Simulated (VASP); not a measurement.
Runs of VASP 6.6.1 on BaRe. The structure is that of space group Pm-3m (No. 221), or close to it. The cells are those of the table. 

```csv
level,potentials or basis,cell,smearing,gap on the mesh (eV),pressure (GPa)
LDA,"VASP PAW LDA potentials, release 64 (Ba_sv, Re)","a = 3.723 Å, 2 atoms",gaussian 0.05 eV,none,(a)
PBE,"VASP PAW PBE potentials, release 64 (Ba_sv, Re)","a = 3.654 Å, 2 atoms",gaussian 0.05 eV,none,(c)
PBEsol,"VASP PAW PBE potentials, release 64 (Ba_sv, Re)","a = 3.723 Å, 2 atoms",gaussian 0.05 eV,none,(b)
PBE,"VASP PAW PBE potentials, release 64 (Ba_sv, Re)","a = 3.698 Å, 2 atoms",gaussian 0.05 eV,none,2.7
PBE,"VASP PAW PBE potentials, release 64 (Ba_sv, Re)","a = 3.723 Å, 2 atoms",methfessel-paxton 0.15 eV,none,1.5
PBE,"VASP PAW PBE potentials, release 64 (Ba_sv, Re)","a = 3.748 Å, 2 atoms",gaussian 0.05 eV,none,0.6
PBE,"VASP PAW PBE potentials, release 64 (Ba_sv, Re)","a = 3.723 Å, 2 atoms",gaussian 0.05 eV,none,1.6
PBE,"VASP PAW PBE potentials, release 64 (Ba_sv, Re)","a = 3.772 Å, 2 atoms",gaussian 0.05 eV,none,-0.3
```

Alike in all rows: task single point; no spin polarisation; k mesh 8 × 8 × 8; cutoff (eV) 520.

Question: Fill in the values left out.

Answer: (a) -4.2; (b) -2.5; (c) 5.0.

Caveats: spin-orbit coupling is left out, which moves the levels of the heavy elements; the PAW data sets were made with another functional, which shifts forces and pressure a little (some runs).

A k mesh can miss the band edges, and the runs leave out spin-orbit coupling on Ba, Re.

A gap of «none» marks levels without a gap at the run's occupations.
